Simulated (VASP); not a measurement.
# Si3As (R-3m) in VASP: notebook

The runs below take Si3As through single point, relaxation of cell and atoms, with PBE.

Everything below comes from runs of VASP 6.6.1. Logs are shortened: lines on timing, memory, paths and dates and some standing lists are left out, and cuts for length are marked.

## 1. The cell of the first run

The structure is trigonal, space group R-3m (No. 166). Conventional cell: a = 7.315 Å, b = 7.315 Å, c = 8.750 Å, α = 90.00°, β = 90.00°, γ = 120.00°. Si (site symmetry m) has 3 As at 2.53 to 3.38 Å and 6 Si at 2.56 to 3.39 Å within 3.4 Å. As (site symmetry 3m) has 9 Si at 2.53 to 3.38 Å within 3.4 Å.

## 2. Single point, PBE

Contents of INCAR:

```
SYSTEM = Si3As
PREC = Accurate ; ENCUT = 520
EDIFF = 1E-6 ; ISMEAR = 0
SIGMA = 0.1 ; LREAL = .False.
LASPH = .True. ; NELM = 60
ALGO = Normal ; ISIF = 2
LWAVE = .False. ; LCHARG = .True.
GGA = PE ; LELF = .True.
LVHAR = .True. ; NBANDS = 27
```

Contents of KPOINTS:

```
Automatic mesh
0
Gamma
  3 3 3
  0 0 0
```

Contents of POSCAR:

```
Si3As
1.0
    3.6573530316      2.1115737573      2.9167099305
   -3.6573530316      2.1115737573      2.9167099305
    0.0000000000     -4.2231475147      2.9167099305
Si As
6 2
Direct
    0.7528445915      0.2890093638      0.7528445915
    0.7528445915      0.7528445915      0.2890093638
    0.2890093638      0.7528445915      0.7528445915
    0.2471554085      0.7109906362      0.2471554085
    0.7109906362      0.2471554085      0.2471554085
    0.2471554085      0.2471554085      0.7109906362
    0.2182572165      0.2182572165      0.2182572165
    0.7817427835      0.7817427835      0.7817427835
```

Potentials or basis: VASP PAW PBE potentials, release 64 (Si, As).

Run with:

```sh
> cat potpaw_PBE.64/Si/POTCAR potpaw_PBE.64/As/POTCAR > POTCAR
> mpirun -np 1 vasp_std > vasp.out
```

OUTCAR:

```text
SYSTEM = Si3As
   PREC = Accurate
   ENCUT = 520
   EDIFF = 1E-6
   ISMEAR = 0
   LREAL = .False.
   LASPH = .True.
   NELM = 60
   ISIF = 2
   GGA = PE

 ion  position               nearest neighbor table
   1  0.753  0.289  0.753-   8 2.53   6 2.56   5 2.56   6 2.61   5 2.61   8 2.62
   2  0.753  0.753  0.289-   8 2.53   5 2.56   4 2.56   5 2.61   4 2.61   8 2.62
   3  0.289  0.753  0.753-   8 2.53   6 2.56   4 2.56   6 2.61   4 2.61   8 2.62
   4  0.247  0.711  0.247-   7 2.53   2 2.56   3 2.56   2 2.61   3 2.61   7 2.62
   5  0.711  0.247  0.247-   7 2.53   2 2.56   1 2.56   2 2.61   1 2.61   7 2.62
   6  0.247  0.247  0.711-   7 2.53   3 2.56   1 2.56   3 2.61   1 2.61   7 2.62
   7  0.218  0.218  0.218-   4 2.53   5 2.53   6 2.53   4 2.62   5 2.62   6 2.62
   8  0.782  0.782  0.782-   1 2.53   3 2.53   2 2.53   1 2.62   3 2.62   2 2.62

  LATTYP: Found a trigonal (rhomboedric) cell.
 ALAT       =     5.1324625424
 COS(alpha) =    -0.0155754298

  Lattice vectors:

 A1 = (   3.6573530316,   2.1115737573,   2.9167099305)
 A2 = (  -3.6573530316,   2.1115737573,   2.9167099305)
 A3 = (   0.0000000000,  -4.2231475147,   2.9167099305)

Analysis of symmetry for initial positions (statically):
=====================================================================
 Subroutine PRICEL returns:
 Original cell was already a primitive cell.

 Routine SETGRP: Setting up the symmetry group for a
 trigonal (rhombohedral) supercell.

 Subroutine GETGRP returns: Found 12 space group operations
 (whereof 12 operations were pure point group operations)
 out of a pool of 12 trial point group operations.

The static configuration has the point symmetry D_3d.

Analysis of symmetry for dynamics (positions and initial velocities):
=====================================================================
 Subroutine PRICEL returns:
 Original cell was already a primitive cell.

 Routine SETGRP: Setting up the symmetry group for a
 trigonal (rhombohedral) supercell.

 Subroutine GETGRP returns: Found 12 space group operations
 (whereof 12 operations were pure point group operations)
 out of a pool of 12 trial point group operations.

The dynamic configuration has the point symmetry D_3d.

 Subroutine INISYM returns: Found 12 space group operations
 (whereof 12 operations are pure point group operations),
 and found     1 'primitive' translations

----------------------------------------------------------------------------------------

                                     Primitive cell

  volume of cell :     135.1505

  direct lattice vectors                    reciprocal lattice vectors
     3.657353032  2.111573757  2.916709931     0.136710893  0.078930071  0.114284019
    -3.657353032  2.111573757  2.916709931    -0.136710893  0.078930071  0.114284019
     0.000000000 -4.223147515  2.916709931     0.000000000 -0.157860142  0.114284019

  length of vectors
     5.132462542  5.132462542  5.132462542     0.194886278  0.194886278  0.194886278

  position of ions in fractional coordinates (direct lattice)
     0.752844592  0.289009364  0.752844592
     0.752844592  0.752844592  0.289009364
     0.289009364  0.752844592  0.752844592
     0.247155408  0.710990636  0.247155408
     0.710990636  0.247155408  0.247155408
     0.247155408  0.247155408  0.710990636
     0.218257216  0.218257216  0.218257216
     0.781742784  0.781742784  0.781742784

  ion indices of the primitive-cell ions
   primitive index   ion index
                 1           1
                 2           2
                 3           3
                 4           4
                 5           5
                 6           6
                 7           7
                 8           8

----------------------------------------------------------------------------------------

 KPOINTS: Automatic mesh

Automatic generation of k-mesh.
 Grid dimensions read from file:
 generate k-points for:    3    3    3

 Generating k-lattice:

  Cartesian coordinates                     Fractional coordinates (reciprocal lattice)
     0.045570298  0.026310024  0.038094673     0.333333333 -0.000000000  0.000000000
    -0.045570298  0.026310024  0.038094673    -0.000000000  0.333333333  0.000000000
     0.000000000 -0.052620047  0.038094673    -0.000000000 -0.000000000  0.333333333

  Length of vectors
     0.064962093  0.064962093  0.064962093

  Shift w.r.t. Gamma in fractional coordinates (k-lattice)
     0.000000000  0.000000000  0.000000000

 Subroutine IBZKPT returns following result:
 ===========================================

 Found      6 irreducible k-points:

 Following reciprocal coordinates:
            Coordinates               Weight
  0.000000  0.000000  0.000000      1.000000
  0.333333  0.000000 -0.000000      6.000000
  0.333333  0.333333 -0.000000      6.000000
 -0.333333  0.333333  0.000000      6.000000
  0.333333  0.333333  0.333333      2.000000
 -0.333333  0.333333  0.333333      6.000000
   k-points           NKPTS =      6   k-points in BZ     NKDIM =      6   number of bands    NBANDS=     27
   number of dos      NEDOS =    301   number of ions     NIONS =      8
   total plane-waves  NPLWV =  64000
   dimension x,y,z NGX =    40 NGY =   40 NGZ =   40
   dimension x,y,z NGXF=    80 NGYF=   80 NGZF=   80
   ions per type =               6   2
   NGX,Y,Z   is equivalent  to a cutoff of  12.96, 12.96, 12.96 a.u.
   NGXF,Y,Z  is equivalent  to a cutoff of  25.91, 25.91, 25.91 a.u.
 SYSTEM =  Si3As
   PREC   = accura    normal or accurate (medium, high low for compatibility)
   ISTART =      0    job   : 0-new  1-cont  2-samecut
   ICHARG =      2    charge: 1-file 2-atom 10-const
   ISPIN  =      1    spin polarized calculation?
   LNONCOLLINEAR =      F non collinear calculations
   LSORBIT =      F    spin-orbit coupling
   LASPH  =      T    aspherical Exc in radial PAW
   ENCUT  =  520.0 eV  38.22 Ry    6.18 a.u.   9.54  9.54  9.54*2*pi/ulx,y,z
   NELM   =     60;   NELMIN=  2; NELMDL= -5     # of ELM steps
   EDIFF  = 0.1E-05   stopping-criterion for ELM
   LREAL  =      F    real-space projection
   EDIFFG = 0.1E-04   stopping-criterion for IOM
   NSW    =      0    number of steps for IOM
   IBRION =     -1    ionic relax: 0-MD 1-quasi-New 2-CG
   NFREE  =      0    steps in history (QN), initial steepest desc. (CG)
   ISIF   =      2    stress and relaxation
   ISYM   =      2    0-nonsym 1-usesym 2-fastsym
   POTIM  = 0.5000    time-step for ionic-motion
   TEBEG  =    0.0;   TEEND  =   0.0 temperature during run
   PSTRESS=    0.0 pullay stress
   NELECT =      34.0000    total number of electrons
   NUPDOWN=      -1.0000    fix difference up-down
   EMIN   =  10.00;   EMAX   =-10.00  energy-range for DOS
   EFERMI =   0.00;   METHOD = LEGACY
   ISMEAR =     0;   SIGMA  =   0.10  broadening in eV -4-tet -1-fermi 0-gaus
   EFERMI_NEDOS =   21; number of points for ismear=-14 and -15
   IALGO  =     38    algorithm
   IMIX   =      4    mixing-type and parameters
     AMIX     =   0.40;   BMIX     =  1.00
     AMIX_MAG =   1.60;   BMIX_MAG =  1.00
  volume/ion in A,a.u.               =      16.89       114.01
  Fermi-wavevector in a.u.,A,eV,Ry     =   1.033464  1.952963 14.531667  1.068047
  Thomas-Fermi vector in A             =   2.167712
   LORBIT       =      0    0 simple, 1 ext, 2 COOP (PROOUT), +10 PAW based schemes
   GGA     = PE    functional components
   LHFCALC =     F    Hartree Fock is set to
   AEXX    =    0.0000 exact exchange contribution
   IVDW    =     0    specifies the selected vdW correction
   LEPSILON=     F    determine dielectric tensor
   LRPA    =     F    only Hartree local field effects (RPA)
 non-spin polarized calculation
 Gauss-broadening in eV      SIGMA  =   0.10
  energy-cutoff  :      520.00
  volume of cell :      135.15
 maximum number of plane-waves:      3671
 NGX is ok and might be reduce to    40
   NGX = 19   NGY = 19   NGZ = 19

 number of electron      33.9999998 magnetization

 Free energy of the ion-electron system (eV)
  ---------------------------------------------------
  ext. energy  EPLUGINS =         0.00000000
  ---------------------------------------------------
  free energy    TOTEN  =       -40.01880357 eV

  energy without entropy =      -40.01318866  energy(sigma->0) =      -40.01599612

 E-fermi :   8.0745     XC(G=0): -10.6311

 val. band max:        7.9669361596   @ k =   0.3333   0.3333   0.3333
 cond. band min:       8.1984533387   @ k =  -0.3333   0.3333   0.0000
 fundamental gap:      0.2315171790
 Fermi energy:         8.0745039458

 k-point     1 :       0.0000    0.0000    0.0000
  band No.  band energies     occupation
      1      -6.2666      2.00000
      2      -3.7161      2.00000
      3      -0.7259      2.00000
      4      -0.7259      2.00000
      5       0.4558      2.00000
      6       1.0250      2.00000
[... 19 lines left out ...]
     26      13.0189      0.00000
     27      14.5558      0.00000

 k-point     2 :       0.3333    0.0000   -0.0000
  band No.  band energies     occupation
      1      -5.7281      2.00000
      2      -4.3560      2.00000
      3      -1.5817      2.00000
      4      -0.3191      2.00000
      5      -0.1323      2.00000
      6       1.4240      2.00000
[... 19 lines left out ...]
     26      12.6826      0.00000
     27      13.2692      0.00000

 k-point     3 :       0.3333    0.3333   -0.0000
  band No.  band energies     occupation
      1      -5.2002      2.00000
      2      -4.3273      2.00000
      3      -2.4105      2.00000
      4      -1.5003      2.00000
      5      -0.2226      2.00000
      6       1.0494      2.00000
[... 19 lines left out ...]
     26      12.2920      0.00000
     27      12.7015      0.00000

 k-point     4 :      -0.3333    0.3333    0.0000
  band No.  band energies     occupation
      1      -5.2452      2.00000
      2      -4.2445      2.00000
      3      -2.4212      2.00000
      4      -1.5347      2.00000
      5      -0.2447      2.00000
      6       1.1169      2.00000
[... 19 lines left out ...]
     26      12.2985      0.00000
     27      12.7010      0.00000

 k-point     5 :       0.3333    0.3333    0.3333
  band No.  band energies     occupation
      1      -4.6997      2.00000
      2      -4.1780      2.00000
      3      -1.8389      2.00000
      4      -1.8389      2.00000
      5      -1.6555      2.00000
      6      -0.0662      2.00000
[... 19 lines left out ...]
     26      11.5979      0.00000
     27      12.2022      0.00000

 k-point     6 :      -0.3333    0.3333    0.3333
  band No.  band energies     occupation
      1      -4.7765      2.00000
      2      -4.0986      2.00000
      3      -1.8587      2.00000
      4      -1.8036      2.00000
      5      -1.5204      2.00000
      6      -0.1338      2.00000
[... 19 lines left out ...]
     26      11.7328      0.00000
     27      12.3635      0.00000

------------------------ aborting loop because EDIFF is reached ----------------------------------------

  FORCE on cell =-STRESS in cart. coord.  units (eV):
  Direction    XX          YY          ZZ          XY          YZ          ZX
  --------------------------------------------------------------------------------------
  -------------------------------------------------------------------------------------
  Total        0.0595635      0.0595635     -0.0032158      0.0000000      0.0000000      0.0000000
  in kB        0.7061107      0.7061107     -0.0381228      0.0000000      0.0000000      0.0000000
  external PRESSURE =       0.4580329 kB  Pullay stress =       0.0000000 kB

 VOLUME and BASIS-vectors are now :
 -----------------------------------------------------------------------------
  energy-cutoff  :      520.00
  volume of cell :      135.15
      direct lattice vectors                 reciprocal lattice vectors
     3.657353032  2.111573757  2.916709931     0.136710893  0.078930071  0.114284019
    -3.657353032  2.111573757  2.916709931    -0.136710893  0.078930071  0.114284019
     0.000000000 -4.223147515  2.916709931     0.000000000 -0.157860142  0.114284019

 POSITION                                       TOTAL-FORCE (eV/Angst)
 -----------------------------------------------------------------------------------
      1.69641     -0.97942      5.23462         0.005271     -0.003043     -0.003858
      0.00000      1.95884      5.23462         0.000000      0.006086     -0.003858
     -1.69641     -0.97942      5.23462        -0.005271     -0.003043     -0.003858
     -1.69641      0.97942      3.51551        -0.005271      0.003043      0.003858
      1.69641      0.97942      3.51551         0.005271      0.003043      0.003858
      0.00000     -1.95884      3.51551         0.000000     -0.006086      0.003858
      0.00000     -0.00000      1.90978         0.000000      0.000000     -0.015022
      0.00000     -0.00000      6.84035         0.000000     -0.000000      0.015022
 -----------------------------------------------------------------------------------
    total drift:                                0.000000     -0.000000     -0.000000

  FREE ENERGIE OF THE ION-ELECTRON SYSTEM (eV)
  ---------------------------------------------------
  free  energy   TOTEN  =       -40.0188035738 eV

  energy  without entropy=      -40.0131886590  energy(sigma->0) =      -40.01599612
```

Run time: 15 s. Hardware: 1 thread of Intel Xeon Platinum 8559C (Emerald Rapids), shared host; peak memory 0.23 GiB.

What came out:

```yaml
Free_energy: -40.0188 eV
Pressure: 0.0 GPa
Largest_force: 0.015 eV/Å
Band_gap_on_the_k_mesh: zero (bands 17 and 18 overlap by 0.84 eV)
```

Forces on the atoms (eV/Å):
```
Si   0.005 -0.003 -0.004
Si   0.000  0.006 -0.004
Si  -0.005 -0.003 -0.004
Si  -0.005  0.003  0.004
Si   0.005  0.003  0.004
Si   0.000 -0.006  0.004
As   0.000  0.000 -0.015
As   0.000  0.000  0.015
```

Caveat: the k points lie up to 0.41 Å⁻¹ apart, too coarse for converged energies and pressures of a metal.

(Part 1 of 2 ends here.)

The gap in the log of VASP goes by the Fermi energy; the results here count the filled bands.